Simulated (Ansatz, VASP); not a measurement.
**Two plane-wave programs on Te7Se**

INCAR

```
PREC = Accurate
ENCUT = 520
EDIFF = 1E-6
ISMEAR = 0
SIGMA = 0.1
LREAL = F
LASPH = T
NELM = 60
ALGO = Normal
ISIF = 2
LWAVE = F
LCHARG = F
GGA = PE
NBANDS = 34
```

KPOINTS

```
Automatic mesh
0
Gamma
  4 4 4
```

The input POSCAR:

```
Te7Se
1.0
    0.0000000000      5.0675013200      5.0675013200
    5.0675013200      0.0000000000      5.0675013200
    5.0675013200      5.0675013200      0.0000000000
Te Se
7 1
Direct
    0.5000000000      0.0000000000      0.0000000000
    0.0000000000      0.5000000000      0.5000000000
    0.0000000000      0.5000000000      0.0000000000
    0.5000000000      0.0000000000      0.5000000000
    0.0000000000      0.0000000000      0.5000000000
    0.5000000000      0.5000000000      0.0000000000
    0.5000000000      0.5000000000      0.5000000000
    0.0000000000      0.0000000000      0.0000000000
```

Input for Ansatz:

```yaml
crystal:
  lattice:
    - [0.0, 5.06750132, 5.06750132]
    - [5.06750132, 0.0, 5.06750132]
    - [5.06750132, 5.06750132, 0.0]
  atoms:
    - { symbol: Te, position: [0.5, 0.0, 0.0] }
    - { symbol: Te, position: [0.0, 0.5, 0.5] }
    - { symbol: Te, position: [0.0, 0.5, 0.0] }
    - { symbol: Te, position: [0.5, 0.0, 0.5] }
    - { symbol: Te, position: [0.0, 0.0, 0.5] }
    - { symbol: Te, position: [0.5, 0.5, 0.0] }
    - { symbol: Te, position: [0.5, 0.5, 0.5] }
    - { symbol: Se, position: [0.0, 0.0, 0.0] }
basis:
  ecutwfc: 420
kpoints:
  mp_grid: { grid: [4, 4, 4] }
hamiltonian:
  xc: pbe
scf:
  occupations: { method: gaussian, width: 0.1 }
  lower_state_search: "off"
output:
  forces: true
  stress: true
  eigenvalues: true
```

Change from the starting cell: species swapped into the CePd7 type (Fm-3m, No. 225).

Alike in both runs: task single point; functional PBE; k mesh 4 × 4 × 4; occupations gaussian, width 0.1 eV; no spin polarisation.

|  | VASP | Ansatz |
| --- | --- | --- |
| version | VASP 6.6.1 | Ansatz 0.2.0 |
| potentials or method | VASP PAW PBE potentials, release 64 (Te, Se), cutoff 520 eV | scalar-relativistic, plane waves, PAW |
| valence electrons in the cell | 48 | 128 |

Ansatz gave:

| Property | Result |
| --- | --- |
| gap on the k mesh at the Fermi level (eV) | none |
| pressure (GPa) | -6.4 |

Problem. What did VASP give for the same quantities?

Solution. gap on the k mesh at the Fermi level (eV): none; pressure (GPa): -6.5.

A gap of «none» marks a metal or a gap that the smearing closes. The functional is the same, so the differences come from potentials, cutoffs and numerics. VASP's potentials hold 48 valence electrons a cell and Ansatz's 128, so a difference there can come from the potentials and not from the codes.

Spin-orbit coupling is off throughout.
